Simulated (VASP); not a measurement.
# MgO (Fm-3m) in VASP: a series of runs

MgO is run at these levels: LDA; tasks: single point.

Everything below comes from runs of VASP 6.6.1. Logs are shortened: lines on timing, memory, paths and dates and some standing lists are left out, and cuts for length are marked.

## Step 1: The cell of the first run

The structure is cubic, space group Fm-3m (No. 225). The conventional cell has a = 4.282 Å, b = 4.282 Å, c = 4.282 Å, α = 90.00°, β = 90.00°, γ = 90.00°. Within 2.8 Å of Mg (site symmetry m-3m) lie 6 O at 2.14 Å. O (site symmetry m-3m) has 6 Mg at 2.14 Å within 2.8 Å.

## Step 2: Single point, LDA (9.81 Å³/atom)

INCAR

```
ALGO     = Normal         # electronic algorithm
EDIFF    = 1E-6           # SCF threshold, eV
ENCUT    = 840            # plane-wave cutoff, eV
GGA_COMPAT= F            
ISIF     = 2              # what is computed and relaxed
ISMEAR   = 0              # smearing method
LASPH    = T              # aspherical terms in the spheres
LCHARG   = F              # write CHGCAR
LREAL    = F              # projectors in reciprocal space
LWAVE    = F              # write WAVECAR
NBANDS   = 15             # bands
NELM     = 120            # most SCF steps
PREC     = Accurate       # precision mode
SIGMA    = 0.02           # smearing width, eV
```

KPOINTS

```
k-points
0
Gamma
  10 10 10
```

POSCAR

```
MgO
1.0
    0.0000000000      2.1409717617      2.1409717617
    2.1409717617      0.0000000000      2.1409717617
    2.1409717617      2.1409717617      0.0000000000
Mg O
1 1
Direct
    0.0000000000      0.0000000000      0.0000000000
    0.5000000000      0.5000000000      0.5000000000
```

Potentials or basis: VASP PAW LDA potentials, release 64 (Mg_sv, O).

Launch:

```sh
$ cat potpaw_LDA.64/Mg_sv/POTCAR potpaw_LDA.64/O/POTCAR > POTCAR
$ mpirun -np 1 vasp_std > vasp.out
```

OUTCAR:

```text
EDIFF = 1E-6
   ENCUT = 840
   ISIF = 2
   ISMEAR = 0
   LASPH = T
   LREAL = F
   NELM = 120
   PREC = Accurate

 ion  position               nearest neighbor table
   1  0.000  0.000  0.000-
   2  0.500  0.500  0.500-

  LATTYP: Found a face centered cubic cell.
 ALAT       =     4.2819435234

  Lattice vectors:

 A1 = (   0.0000000000,   2.1409717617,   2.1409717617)
 A2 = (   2.1409717617,   0.0000000000,   2.1409717617)
 A3 = (   2.1409717617,   2.1409717617,   0.0000000000)

Analysis of symmetry for initial positions (statically):
=====================================================================
 Subroutine PRICEL returns:
 Original cell was already a primitive cell.

 Routine SETGRP: Setting up the symmetry group for a
 face centered cubic supercell.

 Subroutine GETGRP returns: Found 48 space group operations
 (whereof 48 operations were pure point group operations)
 out of a pool of 48 trial point group operations.

The static configuration has the point symmetry O_h .

Analysis of symmetry for dynamics (positions and initial velocities):
=====================================================================
 Subroutine PRICEL returns:
 Original cell was already a primitive cell.

 Routine SETGRP: Setting up the symmetry group for a
 face centered cubic supercell.

 Subroutine GETGRP returns: Found 48 space group operations
 (whereof 48 operations were pure point group operations)
 out of a pool of 48 trial point group operations.

The dynamic configuration has the point symmetry O_h .

 Subroutine INISYM returns: Found 48 space group operations
 (whereof 48 operations are pure point group operations),
 and found     1 'primitive' translations

----------------------------------------------------------------------------------------

                                     Primitive cell

  volume of cell :      19.6274

  direct lattice vectors                    reciprocal lattice vectors
     0.000000000  2.140971762  2.140971762    -0.233538811  0.233538811  0.233538811
     2.140971762  0.000000000  2.140971762     0.233538811 -0.233538811  0.233538811
     2.140971762  2.140971762  0.000000000     0.233538811  0.233538811 -0.233538811

  length of vectors
     3.027791302  3.027791302  3.027791302     0.404501087  0.404501087  0.404501087

  position of ions in fractional coordinates (direct lattice)
     0.000000000  0.000000000  0.000000000
     0.500000000  0.500000000  0.500000000

  ion indices of the primitive-cell ions
   primitive index   ion index
                 1           1
                 2           2

----------------------------------------------------------------------------------------

 KPOINTS: k-points

Automatic generation of k-mesh.
 Grid dimensions read from file:
 generate k-points for:   10   10   10

 Generating k-lattice:

  Cartesian coordinates                     Fractional coordinates (reciprocal lattice)
    -0.023353881  0.023353881  0.023353881     0.100000000  0.000000000  0.000000000
     0.023353881 -0.023353881  0.023353881     0.000000000  0.100000000  0.000000000
     0.023353881  0.023353881 -0.023353881     0.000000000  0.000000000  0.100000000

  Length of vectors
     0.040450109  0.040450109  0.040450109

  Shift w.r.t. Gamma in fractional coordinates (k-lattice)
     0.000000000  0.000000000  0.000000000

 Subroutine IBZKPT returns following result:
 ===========================================

 Found     47 irreducible k-points:

 Following reciprocal coordinates:
            Coordinates               Weight
  0.000000  0.000000  0.000000      1.000000
  0.100000  0.000000  0.000000      8.000000
  0.200000  0.000000  0.000000      8.000000
  0.300000  0.000000  0.000000      8.000000
  0.400000  0.000000  0.000000      8.000000
  0.500000  0.000000  0.000000      4.000000
[... 16 lines left out ...]
  0.300000  0.300000  0.000000      6.000000
  0.400000  0.300000  0.000000     24.000000
 [... further k-points ...]
   k-points           NKPTS =     47   k-points in BZ     NKDIM =     47   number of bands    NBANDS=     15
   number of dos      NEDOS =    301   number of ions     NIONS =      2
   total plane-waves  NPLWV =  27000
   dimension x,y,z NGX =    30 NGY =   30 NGZ =   30
   dimension x,y,z NGXF=    60 NGYF=   60 NGZF=   60
   ions per type =               1   1
   NGX,Y,Z   is equivalent  to a cutoff of  16.47, 16.47, 16.47 a.u.
   NGXF,Y,Z  is equivalent  to a cutoff of  32.94, 32.94, 32.94 a.u.
 SYSTEM =  unknown system
   PREC   = accura    normal or accurate (medium, high low for compatibility)
   ISTART =      0    job   : 0-new  1-cont  2-samecut
   ICHARG =      2    charge: 1-file 2-atom 10-const
   ISPIN  =      1    spin polarized calculation?
   LNONCOLLINEAR =      F non collinear calculations
   LSORBIT =      F    spin-orbit coupling
   LASPH  =      T    aspherical Exc in radial PAW
   ENCUT  =  840.0 eV  61.74 Ry    7.86 a.u.   7.16  7.16  7.16*2*pi/ulx,y,z
   NELM   =    120;   NELMIN=  2; NELMDL= -5     # of ELM steps
   EDIFF  = 0.1E-05   stopping-criterion for ELM
   LREAL  =      F    real-space projection
   EDIFFG = 0.1E-04   stopping-criterion for IOM
   NSW    =      0    number of steps for IOM
   IBRION =     -1    ionic relax: 0-MD 1-quasi-New 2-CG
   NFREE  =      0    steps in history (QN), initial steepest desc. (CG)
   ISIF   =      2    stress and relaxation
   ISYM   =      2    0-nonsym 1-usesym 2-fastsym
   POTIM  = 0.5000    time-step for ionic-motion
   TEBEG  =    0.0;   TEEND  =   0.0 temperature during run
   PSTRESS=    0.0 pullay stress
   NELECT =      16.0000    total number of electrons
   NUPDOWN=      -1.0000    fix difference up-down
   EMIN   =  10.00;   EMAX   =-10.00  energy-range for DOS
   EFERMI =   0.00;   METHOD = LEGACY
   ISMEAR =     0;   SIGMA  =   0.02  broadening in eV -4-tet -1-fermi 0-gaus
   EFERMI_NEDOS =   21; number of points for ismear=-14 and -15
   IALGO  =     38    algorithm
   IMIX   =      4    mixing-type and parameters
     AMIX     =   0.40;   BMIX     =  1.00
     AMIX_MAG =   1.60;   BMIX_MAG =  1.00
  volume/ion in A,a.u.               =       9.81        66.23
  Fermi-wavevector in a.u.,A,eV,Ry     =   1.529304  2.889966 31.820917  2.338771
  Thomas-Fermi vector in A             =   2.636944
   LORBIT       =      0    0 simple, 1 ext, 2 COOP (PROOUT), +10 PAW based schemes
   GGA     = CA    functional components
   LHFCALC =     F    Hartree Fock is set to
   AEXX    =    0.0000 exact exchange contribution
   IVDW    =     0    specifies the selected vdW correction
   LEPSILON=     F    determine dielectric tensor
   LRPA    =     F    only Hartree local field effects (RPA)
 non-spin polarized calculation
 Gauss-broadening in eV      SIGMA  =   0.02
  energy-cutoff  :      840.00
  volume of cell :       19.63
 maximum number of plane-waves:      1106
 NGX is ok and might be reduce to    30
   NGX = 15   NGY = 15   NGZ = 15

 number of electron      15.9999994 magnetization

 Free energy of the ion-electron system (eV)
  ---------------------------------------------------
  ext. energy  EPLUGINS =         0.00000000
  ---------------------------------------------------
  free energy    TOTEN  =       -13.17444500 eV

  energy without entropy =      -13.17444500  energy(sigma->0) =      -13.17444500

 E-fermi :   2.4315     XC(G=0): -11.6803

 val. band max:        2.2326819652   @ k =   0.0000   0.0000   0.0000
 cond. band min:       6.4368293086   @ k =   0.0000   0.0000   0.0000
 fundamental gap:      4.2041473435
 Fermi energy:         2.4314912679

 k-point     1 :       0.0000    0.0000    0.0000
  band No.  band energies     occupation
      1     -69.2720      2.00000
      2     -36.7382      2.00000
      3     -36.7382      2.00000
      4     -36.7382      2.00000
      5     -14.5033      2.00000
      6       2.2327      2.00000
      7       2.2327      2.00000
      8       2.2327      2.00000
      9       6.4368      0.00000
     10      17.4932      0.00000
     11      17.4932      0.00000
     12      17.4932      0.00000
     13      21.3916      0.00000
     14      22.9704      0.00000
     15      22.9704      0.00000

 k-point     2 :       0.1000    0.0000    0.0000
  band No.  band energies     occupation
      1     -69.2713      2.00000
      2     -36.7454      2.00000
      3     -36.7390      2.00000
      4     -36.7390      2.00000
      5     -14.3998      2.00000
      6       1.5825      2.00000
      7       2.1693      2.00000
      8       2.1693      2.00000
      9       7.0670      0.00000
     10      16.2811      0.00000
     11      17.7136      0.00000
     12      17.7136      0.00000
     13      22.1505      0.00000
     14      22.1505      0.00000
     15      22.9121      0.00000

 k-point     3 :       0.2000    0.0000    0.0000
  band No.  band energies     occupation
      1     -69.2695      2.00000
      2     -36.7641      2.00000
      3     -36.7410      2.00000
      4     -36.7410      2.00000
      5     -14.1157      2.00000
      6       0.2950      2.00000
      7       2.0086      2.00000
      8       2.0086      2.00000
      9       8.2486      0.00000
     10      14.7736      0.00000
     11      18.1276      0.00000
     12      18.1276      0.00000
     13      21.4474      0.00000
     14      21.4474      0.00000
     15      23.4289      0.00000
[... 343 lines left out ...]
 k-point    23 :       0.3000    0.3000    0.0000
  band No.  band energies     occupation
      1     -69.2656      2.00000
      2     -36.7815      2.00000
      3     -36.7547      2.00000
      4     -36.7547      2.00000
      5     -13.5492      2.00000
      6      -0.8224      2.00000
      7       1.3327      2.00000
      8       1.3327      2.00000
      9      10.4506      0.00000
     10      12.3455      0.00000
     11      15.8562      0.00000
     12      19.2882      0.00000
     13      19.2882      0.00000
     14      25.5270      0.00000
     15      28.3258      0.00000

 k-point    24 :       0.4000    0.3000    0.0000
  band No.  band energies     occupation
      1     -69.2640      2.00000
      2     -36.7907      2.00000
      3     -36.7595      2.00000
      4     -36.7574      2.00000
      5     -13.3150      2.00000
      6      -1.2220      2.00000
      7       0.9806      2.00000
      8       1.1919      2.00000
      9      11.1636      0.00000
     10      12.0516      0.00000
     11      15.0673      0.00000
     12      19.4747      0.00000
     13      19.6776      0.00000
     14      26.2054      0.00000
     15      27.9710      0.00000

 [... further k-points ...]

------------------------ aborting loop because EDIFF is reached ----------------------------------------

  FORCE on cell =-STRESS in cart. coord.  units (eV):
  Direction    XX          YY          ZZ          XY          YZ          ZX
  --------------------------------------------------------------------------------------
  -------------------------------------------------------------------------------------
  Total       -1.4962495     -1.4962495     -1.4962495      0.0000000      0.0000000      0.0000000
  in kB     -122.1382798   -122.1382798   -122.1382798      0.0000000      0.0000000      0.0000000
  external PRESSURE =    -122.1382798 kB  Pullay stress =       0.0000000 kB

 VOLUME and BASIS-vectors are now :
 -----------------------------------------------------------------------------
  energy-cutoff  :      840.00
  volume of cell :       19.63
      direct lattice vectors                 reciprocal lattice vectors
     0.000000000  2.140971762  2.140971762    -0.233538811  0.233538811  0.233538811
     2.140971762  0.000000000  2.140971762     0.233538811 -0.233538811  0.233538811
     2.140971762  2.140971762  0.000000000     0.233538811  0.233538811 -0.233538811

 POSITION                                       TOTAL-FORCE (eV/Angst)
 -----------------------------------------------------------------------------------
      0.00000      0.00000      0.00000         0.000000      0.000000      0.000000
      2.14097      2.14097      2.14097        -0.000000     -0.000000     -0.000000
 -----------------------------------------------------------------------------------
    total drift:                                0.000000      0.000000      0.000000

  FREE ENERGIE OF THE ION-ELECTRON SYSTEM (eV)
  ---------------------------------------------------
  free  energy   TOTEN  =       -13.1744449968 eV

  energy  without entropy=      -13.1744449968  energy(sigma->0) =      -13.17444500
```

Run time: 20 s. Hardware: 1 thread of AMD EPYC 7R13 (Zen 3), shared host; peak memory 0.13 GiB.

Results:

| Item | Value |
| --- | --- |
| Free energy | -13.1744 eV |
| Pressure | -12.2 GPa |
| Band gap on the k mesh | 4.20 eV |

Caveat: the cell stands under tension.

## Step 3: Single point, LDA (8.19 Å³/atom)

This run uses another cell than the first one, of 8.19 Å³/atom.

INCAR

```
  ALGO = Normal
  EDIFF = 1E-6
  ENCUT = 840
  GGA = CA
  GGA_COMPAT = False
  ISIF = 2
  ISMEAR = 0
  LASPH = True
  LCHARG = False
  LREAL = False
  LWAVE = False
  NBANDS = 15
  NELM = 120
  PREC = Accurate
  SIGMA = 0.02
```

KPOINTS is that of step 2.

POSCAR

```
MgO
1.0
    0.0000000000      2.0159630634      2.0159630634
    2.0159630634      0.0000000000      2.0159630634
    2.0159630634      2.0159630634      0.0000000000
Mg O
1 1
Direct
    0.0000000000      0.0000000000      0.0000000000
    0.5000000000      0.5000000000      0.5000000000
```

Potentials or basis: VASP PAW LDA potentials, release 64 (Mg_sv, O).

Launch:

```sh
$ cat potpaw_LDA.64/Mg_sv/POTCAR potpaw_LDA.64/O/POTCAR > POTCAR
$ mpirun -np 1 vasp_std > vasp.out
```

Run time: 17 s. Hardware: 1 thread of AMD EPYC 7R13 (Zen 3), shared host; peak memory 0.12 GiB.

The run converged. Its results:

| Quantity | Value |
| --- | --- |
| Free energy | -13.1295 eV |
| Pressure | 20.6 GPa |
| Band gap on the k mesh | 6.05 eV |

Levels at points of the mesh, in eV from the valence-band top:
| k point | band 5 | band 6 | band 7 | band 8 | band 9 | band 10 | band 11 | band 12 |
| --- | --- | --- | --- | --- | --- | --- | --- | --- |
| (0.00, 0.00, 0.00) | -17.72 | 0.00 | 0.00 | 0.00 | 6.05 | 16.24 | 16.24 | 16.24 |
| (0.50, 0.00, 0.00) | -15.94 | -5.31 | -0.84 | -0.84 | 8.59 | 13.92 | 17.38 | 17.38 |
| (0.50, 0.50, 0.00) | -15.70 | -4.68 | -1.55 | -1.55 | 8.99 | 11.22 | 14.33 | 20.70 |

Caveat: the cell stands under pressure. Expect the measured gap to be larger: semilocal functionals such as LDA lack the derivative discontinuity.
